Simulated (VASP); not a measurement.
TaN: single point with PBE

TaN:

```
Ta N
1.0
     2.99450    0.00000    0.00000
    -1.49725    2.59331    0.00000
     0.00000    0.00000    3.12960
Ta N
1 1
Cartesian
  0.0000 1.7289 1.5648
  0.0000 0.0000 0.0000
```

```json
{
 "Program": "VASP 6.6.1",
 "Task": "single point",
 "Functional": "PBE",
 "Potentials or basis": "VASP PAW PBE potentials, release 64 (Ta_pv, N)",
 "Cutoff": "520 eV",
 "k mesh": "18 × 18 × 16",
 "Occupations": "gaussian, width 0.15 eV",
 "Spin": "no spin polarisation",
 "Dipole correction": "no",
 "Further INCAR settings": "ALGO = Normal; EDIFF = 1e-06; NBANDS = 15"
}
```

- Pressure: -28.5 GPa
- Band gap on the k mesh: zero (band 8 reaches 7.21 eV, above the bottom of band 9 at 6.87 eV)

Stress tensor (GPa, compression positive):
```
-17.32   0.00   0.00
  0.00 -17.32   0.00
  0.00   0.00 -50.91
```

Levels at points of the mesh, in eV from the Fermi level:
| k point | band 6 | band 7 | band 8 | band 9 | band 10 | band 11 |
| --- | --- | --- | --- | --- | --- | --- |
| (0.00, 0.00, 0.00) | -3.53 | -3.53 | -3.01 | 1.91 | 2.81 | 2.81 |
| (0.50, 0.00, 0.00) | -4.98 | -3.04 | -2.53 | 2.41 | 3.83 | 4.31 |
| (0.00, 0.00, 0.50) | -2.78 | -2.78 | -0.09 | -0.09 | 1.26 | 3.36 |
| (0.50, 0.00, 0.50) | -5.66 | -4.54 | -0.74 | 3.36 | 4.57 | 4.85 |

Run time: 52 s on 1 thread of Intel(R) Xeon(R) Platinum 8259CL CPU @ 2.50GHz (Skylake/Cascade Lake) (shared host), peak memory 0.24 GiB.

Caveat: spin-orbit coupling is left out, which moves the levels of the heavy elements.
